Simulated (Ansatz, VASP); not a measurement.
# One calculation of MgI2, two programs

The input POSCAR:

```
MgI2
1.0
    0.0000000000      3.7557205824      3.7557205824
    3.7557205824      0.0000000000      3.7557205824
    3.7557205824      3.7557205824      0.0000000000
Mg I
1 2
Direct
    0.0000000000      0.0000000000      0.0000000000
    0.2500000000      0.2500000000      0.2500000000
    0.7500000000      0.7500000000      0.7500000000
```

File INCAR.step1:

```
PREC = Accurate
ENCUT = 520
EDIFF = 1E-5
ISMEAR = 0
SIGMA = 0.01
LREAL = F
LASPH = T
NELM = 100
ALGO = Normal
ISIF = 2
LWAVE = T
LCHARG = F
GGA = PE
NBANDS = 15
```

Contents of INCAR.step2:

```
PREC = Accurate
ENCUT = 520
EDIFF = 1E-6
ISMEAR = 0
SIGMA = 0.01
LREAL = F
LASPH = T
NELM = 100
ALGO = Normal
ISIF = 2
LWAVE = F
LCHARG = F
METAGGA = R2SCAN
LHFCALC = T
AEXX = 0.1
LMIXTAU = T
PRECFOCK = Normal
ISTART = 1
NBANDS = 15
```

Contents of KPOINTS:

```
Automatic mesh
0
Gamma
  4 4 4
```

Input for Ansatz:

```yaml
crystal:
  lattice:
    - [0.0, 3.7557205824, 3.7557205824]
    - [3.7557205824, 0.0, 3.7557205824]
    - [3.7557205824, 3.7557205824, 0.0]
  atoms:
    - { symbol: Mg, position: [0.0, 0.0, 0.0] }
    - { symbol: I, position: [0.25, 0.25, 0.25] }
    - { symbol: I, position: [0.75, 0.75, 0.75] }
kpoints:
  mp_grid: { grid: [4, 4, 4] }
  band_path:
    path:
      - [0.0, 0.0, 0.0]
      - [0.5, 0.0, 0.5]
      - [0.625, 0.25, 0.625]
      - [0.375, 0.375, 0.75]
      - [0.5, 0.5, 0.5]
      - [0.5, 0.25, 0.75]
      - [0.0, 0.5, 0.5]
    npoints: 1
hamiltonian:
  xc: r2scanh
scf:
  occupations: { method: fixed }
  n_extra_bands: 4
output:
  forces: true
  stress: true
  eigenvalues: true
```

Alike in both runs: task single point; functional r2SCANh; k mesh 4 × 4 × 4; no spin polarisation.

|  | VASP | Ansatz |
| --- | --- | --- |
| version | VASP 6.6.1 | Ansatz 0.2.0 |
| potentials or method | VASP PAW PBE potentials, release 64 (Mg, I) | plane waves, PAW |
| plane-wave cutoff (eV) | 520 | 500 |
| occupations | gaussian, width 0.01 eV | fixed |
| valence electrons in the cell | 16 | 44 |

```csv
,VASP,Ansatz,Ansatz less VASP
gap on the k mesh at the Fermi level (eV),1.77,1.82,+0.046
pressure (GPa),-0.3,-0.2,+0.14
```

VASP's potentials were made for PBE, not for r2SCANh. VASP's potentials hold 16 valence electrons a cell and Ansatz's 44, so a difference there can come from the potentials and not from the codes. Ansatz's warnings: stress exchange threshold loose, stress scf threshold loose.

Spin-orbit coupling is off throughout.
